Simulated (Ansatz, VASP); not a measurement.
# F in VASP and in Ansatz

```
F
1.0
     3.12915   -1.79843   -0.24135
     3.12915    1.79843   -0.24135
    -2.35289    0.00000    7.20223
F
4
Direct
  0.08485 0.08485 0.09400
  0.91515 0.91515 0.90600
  0.50157 0.50157 0.59372
  0.49843 0.49843 0.40628
```

Alike in both runs: task single point; functional PBEsol; k mesh 4 × 4 × 2; occupations gaussian, width 0.05 eV; no spin polarisation.

|  | VASP | Ansatz |
| --- | --- | --- |
| version | VASP 6.6.1 | Ansatz 0.2.0 |
| potentials or method | VASP PAW PBE potentials, release 64 (F_h), cutoff 1350 eV | scalar-relativistic, plane waves, PAW |
| valence electrons in the cell | 28 | 28 |

Ansatz gave:

```
gap on the k mesh at the Fermi level (eV)                     : 2.96
least direct gap on the mesh (eV)                             : 3.03
pressure (GPa)                                                : -0.9
traceless stress, the component that is largest in VASP (GPa) : -1.45
rms of the force components (eV/Å)                            : 0.268
```

Which values does VASP return?

gap on the k mesh at the Fermi level (eV): 2.95; least direct gap on the mesh (eV): 3.03; pressure (GPa): -1.4; traceless stress, the component that is largest in VASP (GPa): -1.33; rms of the force components (eV/Å): 0.257.

VASP's potentials were made for PBE, not for PBEsol. Atom by atom the forces differ by 0.011 eV/Å (rms over components). The functional is the same, so the differences come from potentials, cutoffs and numerics.

The k mesh is coarse, so the values compare programs but aren't converged.
